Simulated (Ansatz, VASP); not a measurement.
## Two plane-wave programs on In3B2As

```
CELL_PARAMETERS angstrom
5.04148 0.00000 0.00000
-2.52074 4.36605 0.00000
0.00000 0.00000 5.70756
ATOMIC_POSITIONS crystal
In 0.00000 0.00000 0.00000
In 0.33333 0.66667 0.50000
In 0.33333 0.66667 0.00000
B 0.66667 0.33333 0.85933
B 0.66667 0.33333 0.14067
As 0.00000 0.00000 0.50000
```

Change from the starting cell: species swapped into the Sr2AlGa3 type (P-6m2, No. 187).

Alike in both runs: task relaxation of cell and atoms; functional PBE; k mesh 6 × 6 × 4; occupations gaussian, width 0.1 eV; no spin polarisation.

|  | VASP | Ansatz |
| --- | --- | --- |
| version | VASP 6.6.1 | Ansatz 0.2.0 |
| potentials or method | VASP PAW PBE potentials, release 64 (In_d, B, As), cutoff 600 eV | scalar-relativistic, plane waves, PAW |
| valence electrons in the cell | 50 | 60 |

VASP gave:

- gap on the k mesh at the Fermi level, each at its own relaxed structure (eV): none
- relaxed volume (Å³/atom): 21.11
- relaxed length of the cell vector where the two differ most in proportion (Å): 4.979

Question: Which values does Ansatz return?

Answer: gap on the k mesh at the Fermi level, each at its own relaxed structure (eV): none; relaxed volume (Å³/atom): 21.13; relaxed length of the cell vector where the two differ most in proportion (Å): 4.981.

A gap of «none» marks a metal or a gap that the smearing closes. VASP's potentials hold 50 valence electrons a cell and Ansatz's 60, so a difference there can come from the potentials and not from the codes.
